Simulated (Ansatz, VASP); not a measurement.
# One calculation of GaSb, two programs

INCAR

```
SYSTEM = GaSb
ALGO = Normal
EDIFF = 1E-7
ENCUT = 520
GGA = PS
ISIF = 2
ISMEAR = 0
LASPH = .TRUE.
LCHARG = .TRUE.
LELF = .TRUE.
LREAL = .FALSE.
LVHAR = .TRUE.
LWAVE = .FALSE.
NBANDS = 16
NELM = 60
PREC = Accurate
SIGMA = 0.02
```

Contents of KPOINTS:

```
k-points
0
G
  10 10 10
  0 0 0
```

POSCAR

```
GaSb
1.0
   -1.5559010000      2.6750030000      2.8933130000
    1.5559010000     -2.6750030000      2.8933130000
    1.5559010000      2.6750030000     -2.8933130000
Sb Ga
1 1
Direct
    0.5000000000      0.5000000000      0.0000000000
    0.0000000000      0.0000000000      0.0000000000
```

The input input.yaml:

```yaml
crystal:
  lattice:
    - [-1.555901, 2.675003, 2.893313]
    - [1.555901, -2.675003, 2.893313]
    - [1.555901, 2.675003, -2.893313]
  atoms:
    - { symbol: Sb, position: [0.5, 0.5, 0.0] }
    - { symbol: Ga, position: [0.0, 0.0, 0.0] }
kpoints:
  mp_grid: { grid: [10, 10, 10] }
scf:
  occupations: { method: gaussian, width: 0.02 }
hamiltonian:
  xc: pbesol
  pseudopotentials: { kind: all_electron, lapw: { basis_error: 0.001 } }
output:
  forces: true
  stress: true
  eigenvalues: true
```

Alike in both runs: task single point; functional PBEsol; k mesh 10 × 10 × 10; occupations gaussian, width 0.02 eV; no spin polarisation.

|  | VASP | Ansatz |
| --- | --- | --- |
| version | VASP 6.6.1 | Ansatz 0.2.0 |
| potentials or method | VASP PAW PBE potentials, release 64 (Sb, Ga_d), cutoff 520 eV | all-electron LAPW, scalar-relativistic |

|  | VASP | Ansatz | Ansatz less VASP |
| --- | --- | --- | --- |
| gap on the k mesh at the Fermi level (eV) | none | none | - |
| pressure (GPa) | -3.1 | -3.1 | -0.04 |
| traceless stress, the component that is largest in VASP (GPa) | 1.13 | 1.13 | +0.005 |

VASP's potentials were made for PBE, not for PBEsol. A gap of «none» marks a metal or a gap that the smearing closes. Ansatz ran all-electron here, and VASP with PAW potentials.

Spin-orbit coupling is off throughout.
